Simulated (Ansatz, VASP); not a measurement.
**ReSb3 in VASP and in Ansatz**

```
CELL_PARAMETERS angstrom
4.48293 0.00000 0.00000
0.00000 4.48293 0.00000
0.00000 0.00000 4.48293
ATOMIC_POSITIONS crystal
Re 0.00000 0.00000 0.00000
Sb 0.00000 0.50000 0.50000
Sb 0.50000 0.00000 0.50000
Sb 0.50000 0.50000 0.00000
```

Alike in both runs: functional PBE; k mesh 10 × 10 × 10; occupations gaussian, width 0.1 eV; no spin polarisation.

Ansatz relaxed the structure, and its values are those at the end. VASP's run is a single point on that final structure, the one shown.

|  | VASP | Ansatz |
| --- | --- | --- |
| version | VASP 6.6.1 | Ansatz 0.2.0 |
| potentials or method | VASP PAW PBE potentials, release 64 (Re, Sb), cutoff 600 eV | scalar-relativistic, plane waves, PAW |
| valence electrons in the cell | 22 | 60 |

```csv
,VASP,Ansatz,Ansatz less VASP
gap on the k mesh at the Fermi level (eV),none,none,-
pressure (GPa),-0.1,0.0,+0.11
```

A gap of «none» marks a metal or a gap that the smearing closes. The functional is the same, so the differences come from potentials, cutoffs and numerics. VASP's potentials hold 22 valence electrons a cell and Ansatz's 60, so a difference there can come from the potentials and not from the codes.

Spin-orbit coupling is off throughout.
